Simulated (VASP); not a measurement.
A run of VASP 6.6.1:

The input INCAR:

```
SYSTEM = Al2BP3
PREC = Accurate
ENCUT = 520
EDIFF = 1E-6
ISMEAR = 0
SIGMA = 0.1
LREAL = .False.
LASPH = .True.
NELM = 100
ALGO = Normal
ISIF = 2
LWAVE = .False.
LCHARG = .True.
GGA = PE
LELF = .True.
LVHAR = .True.
NBANDS = 21
```

File KPOINTS:

```
Automatic mesh
0
Gamma
  12 12 12
  0 0 0
```

POSCAR

```
Al2BP3
1.0
    2.9869885577      1.7245386479      2.9236894432
   -2.9869885577      1.7245386479      2.9236894432
    0.0000000000     -3.4490772957      2.9236894433
Al B P
2 1 3
Direct
    0.1401065990      0.1401065990      0.1401065990
    0.8598934010      0.8598934010      0.8598934010
    0.5000000000      0.5000000000      0.5000000000
    0.0000000000      0.5000000000      0.5000000000
    0.5000000000      0.0000000000      0.5000000000
    0.5000000000      0.5000000000      0.0000000000
```

Potentials or basis: VASP PAW PBE potentials, release 64 (Al, B, P).

The run is started by

```bash
$ cat potpaw_PBE.64/Al/POTCAR potpaw_PBE.64/B/POTCAR potpaw_PBE.64/P/POTCAR > POTCAR
$ mpirun -np 1 vasp_std > vasp.out
```

Hardware: 1 thread of Intel Xeon 8259CL, on a shared host.

Problem. How long does it take, and how much memory?

Solution. Wall time 5.7 min on 1 thread of Intel Xeon 8259CL, on a shared host, peak memory 0.43 GiB. Counts: scf iterations 12, k points 189.
